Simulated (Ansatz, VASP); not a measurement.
One calculation of Sb3Au, two programs

```
Sb Au
1.0
    -3.08000    3.08000    3.08000
     3.08000   -3.08000    3.08000
     3.08000    3.08000   -3.08000
Sb Au
3 1
Direct
  0.00000 0.50000 0.50000
  0.50000 0.00000 0.50000
  0.50000 0.50000 0.00000
  0.00000 0.00000 0.00000
```

Change from the starting cell: volume scaled by 1.04.

Alike in both runs: task single point; functional LDA; k mesh 10 × 10 × 10; occupations fermi-dirac, width 0.05 eV; no spin polarisation.

|  | VASP | Ansatz |
| --- | --- | --- |
| version | VASP 6.6.1 | Ansatz 0.2.0 |
| potentials or method | VASP PAW LDA potentials, release 64 (Sb, Au), cutoff 520 eV | all-electron LAPW, scalar-relativistic |

```tsv
	VASP	Ansatz	Ansatz less VASP
pressure (GPa)	-9.2	-9.2	-0.07
```

LDA's correlation is that of Perdew and Zunger in VASP and of Perdew and Wang (1992) in Ansatz. Ansatz ran all-electron here, and VASP with PAW potentials.

Neither program's run includes spin-orbit coupling.
